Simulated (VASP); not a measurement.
# TiC (Fm-3m) in VASP: further runs

TiC is run at these levels: r2SCAN; tasks: single point.

All numbers are computed with VASP 6.6.1; they aren't measurements. Logs are shortened: lines on timing, memory, paths and dates and some standing lists are left out, and cuts for length are marked.

### 1 The cell of the first run

The structure is cubic, space group Fm-3m (No. 225). The conventional cell has a = 4.232 Å, b = 4.232 Å, c = 4.232 Å, α = 90.00°, β = 90.00°, γ = 90.00°. Within 2.8 Å of Ti (site symmetry m-3m) lie 6 C at 2.12 Å. Within 2.8 Å of C (site symmetry m-3m) lie 6 Ti at 2.12 Å.

### 2 Single point, r2SCAN

Contents of POSCAR:

```
TiC
1.0
    0.0000000000      2.1162043888      2.1162043888
    2.1162043888      0.0000000000      2.1162043888
    2.1162043888      2.1162043888      0.0000000000
Ti C
1 1
Direct
    0.0000000000      0.0000000000      0.0000000000
    0.5000000000      0.5000000000      0.5000000000
```

Contents of INCAR.step1:

```
SYSTEM = TiC
ALGO = Normal ; EDIFF = 1E-4
ENCUT = 520 ; GGA = PE
ISMEAR = 0 ; LASPH = .TRUE.
LCHARG = .FALSE. ; LREAL = .FALSE.
LWAVE = .TRUE. ; NBANDS = 15
NELM = 80 ; PREC = Accurate
SIGMA = 0.1
```

Contents of INCAR.step2:

```
SYSTEM = TiC
ALGO = Normal ; EDIFF = 1E-6
ENCUT = 520 ; ISIF = 2
ISMEAR = 0 ; ISTART = 1
LASPH = .TRUE. ; LCHARG = .TRUE.
LELF = .TRUE. ; LMIXTAU = .TRUE.
LREAL = .FALSE. ; LVHAR = .TRUE.
LWAVE = .FALSE. ; METAGGA = R2SCAN
NBANDS = 15 ; NELM = 80
PREC = Accurate ; SIGMA = 0.1
```

Contents of KPOINTS:

```
k-points
0
G
  16 16 16
  0 0 0
```

Potentials or basis: VASP PAW PBE potentials, release 64 (Ti_sv, C).

On the command line:

```
$ cat potpaw_PBE.64/Ti_sv/POTCAR potpaw_PBE.64/C/POTCAR > POTCAR
$ cp INCAR.step1 INCAR
$ mpirun -np 1 vasp_std > vasp.out
$ cp INCAR.step2 INCAR
$ mpirun -np 1 vasp_std > vasp.out
```

OUTCAR:

```text
SYSTEM = TiC
   EDIFF = 1E-6
   ENCUT = 520
   ISIF = 2
   ISMEAR = 0
   ISTART = 1
   LASPH = .TRUE.
   LREAL = .FALSE.
   METAGGA = R2SCAN
   NELM = 80
   PREC = Accurate

 ion  position               nearest neighbor table
   1  0.000  0.000  0.000-   2 2.12   2 2.12   2 2.12   2 2.12   2 2.12   2 2.12
   2  0.500  0.500  0.500-   1 2.12   1 2.12   1 2.12   1 2.12   1 2.12   1 2.12

  LATTYP: Found a face centered cubic cell.
 ALAT       =     4.2324087776

  Lattice vectors:

 A1 = (   0.0000000000,   2.1162043888,   2.1162043888)
 A2 = (   2.1162043888,   0.0000000000,   2.1162043888)
 A3 = (   2.1162043888,   2.1162043888,   0.0000000000)

Analysis of symmetry for initial positions (statically):
=====================================================================
 Subroutine PRICEL returns:
 Original cell was already a primitive cell.

 Routine SETGRP: Setting up the symmetry group for a
 face centered cubic supercell.

 Subroutine GETGRP returns: Found 48 space group operations
 (whereof 48 operations were pure point group operations)
 out of a pool of 48 trial point group operations.

The static configuration has the point symmetry O_h .

Analysis of symmetry for dynamics (positions and initial velocities):
=====================================================================
 Subroutine PRICEL returns:
 Original cell was already a primitive cell.

 Routine SETGRP: Setting up the symmetry group for a
 face centered cubic supercell.

 Subroutine GETGRP returns: Found 48 space group operations
 (whereof 48 operations were pure point group operations)
 out of a pool of 48 trial point group operations.

The dynamic configuration has the point symmetry O_h .

 Subroutine INISYM returns: Found 48 space group operations
 (whereof 48 operations are pure point group operations),
 and found     1 'primitive' translations

----------------------------------------------------------------------------------------

                                     Primitive cell

  volume of cell :      18.9541

  direct lattice vectors                    reciprocal lattice vectors
     0.000000000  2.116204389  2.116204389    -0.236272074  0.236272074  0.236272074
     2.116204389  0.000000000  2.116204389     0.236272074 -0.236272074  0.236272074
     2.116204389  2.116204389  0.000000000     0.236272074  0.236272074 -0.236272074

  length of vectors
     2.992764947  2.992764947  2.992764947     0.409235237  0.409235237  0.409235237

[... 85 lines left out ...]
   NFREE  =      0    steps in history (QN), initial steepest desc. (CG)
   ISIF   =      2    stress and relaxation
   ISYM   =      2    0-nonsym 1-usesym 2-fastsym
   POTIM  = 0.5000    time-step for ionic-motion
   TEBEG  =    0.0;   TEEND  =   0.0 temperature during run
   PSTRESS=    0.0 pullay stress
   NELECT =      16.0000    total number of electrons
   NUPDOWN=      -1.0000    fix difference up-down
   EMIN   =  10.00;   EMAX   =-10.00  energy-range for DOS
   EFERMI =   0.00;   METHOD = LEGACY
   ISMEAR =     0;   SIGMA  =   0.10  broadening in eV -4-tet -1-fermi 0-gaus
   EFERMI_NEDOS =   21; number of points for ismear=-14 and -15
   IALGO  =     38    algorithm
   IMIX   =      4    mixing-type and parameters
     AMIX     =   0.40;   BMIX     =  1.00
     AMIX_MAG =   1.60;   BMIX_MAG =  1.00
  volume/ion in A,a.u.               =       9.48        63.95
  Fermi-wavevector in a.u.,A,eV,Ry     =   1.547203  2.923789 32.570119  2.393836
  Thomas-Fermi vector in A             =   2.652330
   LORBIT       =      0    0 simple, 1 ext, 2 COOP (PROOUT), +10 PAW based schemes
   METAGGA = R2SCAN    functional components
   LHFCALC =     F    Hartree Fock is set to
   AEXX    =    0.0000 exact exchange contribution
   IVDW    =     0    specifies the selected vdW correction
   LEPSILON=     F    determine dielectric tensor
   LRPA    =     F    only Hartree local field effects (RPA)
 non-spin polarized calculation
 Gauss-broadening in eV      SIGMA  =   0.10
  energy-cutoff  :      520.00
  volume of cell :       18.95
 maximum number of plane-waves:       531
 NGX is ok and might be reduce to    24
   NGX = 11   NGY = 11   NGZ = 11

 number of electron      16.0000001 magnetization

 Free energy of the ion-electron system (eV)
  ---------------------------------------------------
  ext. energy  EPLUGINS =         0.00000000
  ---------------------------------------------------
  free energy    TOTEN  =       -24.78164040 eV

  energy without entropy =      -24.77972234  energy(sigma->0) =      -24.78068137

 E-fermi :  10.3191     XC(G=0): -13.9971

 val. band max:       10.2701676137   @ k =   0.3750   0.3125   0.0000
 cond. band min:      10.3195368417   @ k =   0.1250   0.0625   0.0000
 fundamental gap:      0.0493692280
 Fermi energy:        10.3191474777

 k-point     1 :       0.0000    0.0000    0.0000
  band No.  band energies     occupation
      1     -48.4319      2.00000
      2     -23.3693      2.00000
      3     -23.3692      2.00000
      4     -23.3692      2.00000
      5      -3.2056      2.00000
      6      11.2218      0.00000
      7      11.2218      0.00000
      8      11.2218      0.00000
      9      12.0836      0.00000
     10      12.0836      0.00000
     11      12.0836      0.00000
     12      12.2043      0.00000
     13      12.2043      0.00000
     14      22.6093      0.00000
[... 401 lines left out ...]
      2     -23.4322      2.00000
      3     -23.3862      2.00000
      4     -23.3702      2.00000
      5      -2.9442      2.00000
      6      10.0566      1.99979
      7      10.1768      1.95583
      8      10.3372      0.79839
      9      11.3485      0.00000
     10      11.9133      0.00000
     11      12.8310      0.00000
     12      13.4772      0.00000
     13      14.4162      0.00000
     14      23.0300      0.00000
     15      25.5533      0.00000

 [... further k-points ...]
[... 5 lines left out ...]
  --------------------------------------------------------------------------------------
  -------------------------------------------------------------------------------------
  Total        2.4974901      2.4974901      2.4974901      0.0000000     -0.0000000     -0.0000000
  in kB      211.1113220    211.1113220    211.1113220      0.0000000     -0.0000000     -0.0000000
  external PRESSURE =     211.1113220 kB  Pullay stress =       0.0000000 kB

 VOLUME and BASIS-vectors are now :
 -----------------------------------------------------------------------------
  energy-cutoff  :      520.00
  volume of cell :       18.95
      direct lattice vectors                 reciprocal lattice vectors
     0.000000000  2.116204389  2.116204389    -0.236272074  0.236272074  0.236272074
     2.116204389  0.000000000  2.116204389     0.236272074 -0.236272074  0.236272074
     2.116204389  2.116204389  0.000000000     0.236272074  0.236272074 -0.236272074

 POSITION                                       TOTAL-FORCE (eV/Angst)
 -----------------------------------------------------------------------------------
      0.00000      0.00000      0.00000         0.000000      0.000000     -0.000000
      2.11620      2.11620      2.11620        -0.000000     -0.000000      0.000000
 -----------------------------------------------------------------------------------
    total drift:                                0.000000     -0.000000     -0.000000

  FREE ENERGIE OF THE ION-ELECTRON SYSTEM (eV)
  ---------------------------------------------------
  free  energy   TOTEN  =       -24.7816404016 eV

  energy  without entropy=      -24.7797223367  energy(sigma->0) =      -24.78068137
```

Run time: 3.2 min. Hardware: 1 thread of Intel Xeon 8259CL, shared host; peak memory 0.17 GiB.

What came out:

```yaml
Free_energy: -24.7816 eV
Pressure: 21.1 GPa
Band_gap_on_the_k_mesh: zero (bands 8 and 9 overlap by 1.36 eV)
```

Caveat: the cell stands under pressure; the PAW data sets were made with another functional, which shifts forces and pressure a little.

### 3 Single point, r2SCAN

This run uses another cell than the first one, of 9.78 Å³/atom.

Contents of POSCAR:

```
TiC
1.0
    0.0000000000      2.1384122534      2.1384122534
    2.1384122534      0.0000000000      2.1384122534
    2.1384122534      2.1384122534      0.0000000000
Ti C
1 1
Direct
    0.0000000000      0.0000000000      0.0000000000
    0.5000000000      0.5000000000      0.5000000000
```

Contents of INCAR.step1:

```
ALGO = Normal ; EDIFF = 1E-4
ENCUT = 520 ; GGA = PE
ISMEAR = 0 ; LASPH = True
LCHARG = False ; LREAL = False
LWAVE = True ; NBANDS = 15
NELM = 60 ; PREC = Accurate
SIGMA = 0.1
```

Contents of INCAR.step2:

```
ALGO = Normal ; EDIFF = 1E-6
ENCUT = 520 ; ISIF = 2
ISMEAR = 0 ; ISTART = 1
LASPH = True ; LCHARG = False
LMIXTAU = True ; LREAL = False
LWAVE = False ; METAGGA = R2SCAN
NBANDS = 15 ; NELM = 60
PREC = Accurate ; SIGMA = 0.1
```

Contents of KPOINTS:

```
k-points
0
Gamma
  16 16 16
```

Potentials or basis: VASP PAW PBE potentials, release 64 (Ti_sv, C).

On the command line:

```
$ cat potpaw_PBE.64/Ti_sv/POTCAR potpaw_PBE.64/C/POTCAR > POTCAR
$ cp INCAR.step1 INCAR
$ mpirun -np 1 vasp_std > vasp.out
$ cp INCAR.step2 INCAR
$ mpirun -np 1 vasp_std > vasp.out
```

OUTCAR:

```text
EDIFF = 1E-6
   ENCUT = 520
   ISIF = 2
   ISMEAR = 0
   ISTART = 1
   LASPH = True
   LREAL = False
   METAGGA = R2SCAN
   NELM = 60
   PREC = Accurate

 ion  position               nearest neighbor table
   1  0.000  0.000  0.000-   2 2.14   2 2.14   2 2.14   2 2.14   2 2.14   2 2.14
   2  0.500  0.500  0.500-   1 2.14   1 2.14   1 2.14   1 2.14   1 2.14   1 2.14

  LATTYP: Found a face centered cubic cell.
 ALAT       =     4.2768245068

  Lattice vectors:

 A1 = (   0.0000000000,   2.1384122534,   2.1384122534)
 A2 = (   2.1384122534,   0.0000000000,   2.1384122534)
 A3 = (   2.1384122534,   2.1384122534,   0.0000000000)

Analysis of symmetry for initial positions (statically):
=====================================================================
 Subroutine PRICEL returns:
 Original cell was already a primitive cell.

 Routine SETGRP: Setting up the symmetry group for a
 face centered cubic supercell.

 Subroutine GETGRP returns: Found 48 space group operations
 (whereof 48 operations were pure point group operations)
 out of a pool of 48 trial point group operations.

The static configuration has the point symmetry O_h .

Analysis of symmetry for dynamics (positions and initial velocities):
[... 166 lines left out ...]
 k-point     1 :       0.0000    0.0000    0.0000
  band No.  band energies     occupation
      1     -48.9139      2.00000
      2     -23.8712      2.00000
      3     -23.8712      2.00000
      4     -23.8712      2.00000
      5      -3.4427      2.00000
      6      10.8259      0.00000
      7      10.8259      0.00000
      8      10.8259      0.00000
      9      11.6589      0.00000
     10      11.6589      0.00000
     11      11.6589      0.00000
     12      11.7480      0.00000
     13      11.7481      0.00000
     14      21.7283      0.00000
[... 401 lines left out ...]
      2     -23.9271      2.00000
      3     -23.8864      2.00000
      4     -23.8722      2.00000
      5      -3.1917      2.00000
      6       9.6846      1.99965
      7       9.8026      1.94346
      8       9.9684      0.66079
      9      10.9473      0.00000
     10      11.4803      0.00000
     11      12.3817      0.00000
     12      12.9844      0.00000
     13      13.8977      0.00000
     14      22.1565      0.00000
     15      25.0002      0.00000

 [... further k-points ...]
[... 5 lines left out ...]
  --------------------------------------------------------------------------------------
  -------------------------------------------------------------------------------------
  Total        1.3461334      1.3461334      1.3461334      0.0000000      0.0000000      0.0000000
  in kB      110.2793998    110.2793998    110.2793998      0.0000000      0.0000000      0.0000000
  external PRESSURE =     110.2793998 kB  Pullay stress =       0.0000000 kB

 VOLUME and BASIS-vectors are now :
 -----------------------------------------------------------------------------
  energy-cutoff  :      520.00
  volume of cell :       19.56
      direct lattice vectors                 reciprocal lattice vectors
     0.000000000  2.138412253  2.138412253    -0.233818338  0.233818338  0.233818338
     2.138412253  0.000000000  2.138412253     0.233818338 -0.233818338  0.233818338
     2.138412253  2.138412253  0.000000000     0.233818338  0.233818338 -0.233818338

 POSITION                                       TOTAL-FORCE (eV/Angst)
 -----------------------------------------------------------------------------------
      0.00000      0.00000      0.00000         0.000000      0.000000      0.000000
      2.13841      2.13841      2.13841         0.000000      0.000000      0.000000
 -----------------------------------------------------------------------------------
    total drift:                                0.000000     -0.000000     -0.000000

  FREE ENERGIE OF THE ION-ELECTRON SYSTEM (eV)
  ---------------------------------------------------
  free  energy   TOTEN  =       -24.8423230649 eV

  energy  without entropy=      -24.8403499150  energy(sigma->0) =      -24.84133649
```

Run time: 3.2 min. Hardware: 1 thread of Intel Xeon 8259CL, shared host; peak memory 0.18 GiB.

Results:

| Property | Result |
| --- | --- |
| Free energy | -24.8423 eV |
| Pressure | 11.0 GPa |
| Band gap on the k mesh | zero (bands 8 and 9 overlap by 1.34 eV) |

Caveat: the cell stands under pressure; the PAW data sets were made with another functional, which shifts forces and pressure a little.

[end of part 1 of 2]

The gap in the log of VASP goes by the Fermi energy; the results here count the filled bands.